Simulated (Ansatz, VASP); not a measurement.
**Ca in VASP and in Ansatz**

```
CELL_PARAMETERS angstrom
6.14711 0.00000 0.00000
-3.07356 5.32356 0.00000
0.00000 0.00000 3.66633
ATOMIC_POSITIONS crystal
Ca 0.00000 0.00000 0.00000
Ca 0.33333 0.66667 0.50000
Ca 0.66667 0.33333 0.50000
```

Alike in both runs: task single point; functional LDA; k mesh 7 × 7 × 10; occupations fermi-dirac, width 0.1 eV; no spin polarisation.

```csv
,VASP,Ansatz
version,VASP 6.6.1,Ansatz 0.2.0
potentials or method,"VASP PAW LDA potentials, release 64 (Ca_sv), cutoff 520 eV","plane waves (420 eV) with PAW, scalar-relativistic"
valence electrons in the cell,30,30
```

|  | VASP | Ansatz | Ansatz less VASP |
| --- | --- | --- | --- |
| pressure (GPa) | -0.7 | -0.7 | -0.01 |

Ansatz warns that its potentials were made for another functional, while VASP's fit it. LDA's correlation is that of Perdew and Zunger in VASP and of Perdew and Wang (1992) in Ansatz.
